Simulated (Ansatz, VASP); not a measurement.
## Two plane-wave programs on GeIrPt6

```
CELL_PARAMETERS angstrom
0.00000 3.95800 3.95800
3.95800 0.00000 3.95800
3.95800 3.95800 0.00000
ATOMIC_POSITIONS crystal
Ge 0.00000 0.00000 0.00000
Ir 0.50000 0.50000 0.50000
Pt 0.50000 0.00000 0.00000
Pt 0.00000 0.50000 0.00000
Pt 0.00000 0.00000 0.50000
Pt 0.50000 0.50000 0.00000
Pt 0.00000 0.50000 0.50000
Pt 0.50000 0.00000 0.50000
```

Alike in both runs: task single point; functional PBE; k mesh 4 × 4 × 4; occupations gaussian, width 0.1 eV; no spin polarisation.

|  | VASP | Ansatz |
| --- | --- | --- |
| version | VASP 6.6.1 | Ansatz 0.2.0 |
| potentials or method | VASP PAW PBE potentials, release 64 (Ge_d, Ir, Pt), cutoff 500 eV | scalar-relativistic, plane waves, PAW |
| valence electrons in the cell | 83 | 139 |

|  | VASP | Ansatz | Ansatz less VASP |
| --- | --- | --- | --- |
| gap on the k mesh at the Fermi level (eV) | none | none | - |
| pressure (GPa) | -0.7 | -0.3 | +0.31 |

A gap of «none» marks a metal or a gap that the smearing closes. VASP's potentials hold 83 valence electrons a cell and Ansatz's 139, so a difference there can come from the potentials and not from the codes.

Spin-orbit coupling is off throughout.
